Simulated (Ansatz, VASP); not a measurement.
**Two plane-wave programs on TaN**

```
CELL_PARAMETERS angstrom
0.00000 2.17900 2.17900
2.17900 0.00000 2.17900
2.17900 2.17900 0.00000
ATOMIC_POSITIONS crystal
Ta 0.50000 0.50000 0.50000
N 0.00000 0.00000 0.00000
```

Alike in both runs: task single point; functional PBE; k mesh 12 × 12 × 12; occupations gaussian, width 0.05 eV; no spin polarisation.

|  | VASP | Ansatz |
| --- | --- | --- |
| version | VASP 6.6.1 | Ansatz 0.2.0 |
| potentials or method | VASP PAW PBE potentials, release 64 (Ta_pv, N), cutoff 520 eV | scalar-relativistic, plane waves, PAW |
| valence electrons in the cell | 16 | 18 |

|  | VASP | Ansatz | Ansatz less VASP |
| --- | --- | --- | --- |
| gap on the k mesh at the Fermi level (eV) | none | none | - |
| pressure (GPa) | 15.5 | 14.6 | -0.97 |

A gap of «none» marks a metal or a gap that the smearing closes. VASP's potentials hold 16 valence electrons a cell and Ansatz's 18, so a difference there can come from the potentials and not from the codes.

Neither program's run includes spin-orbit coupling.
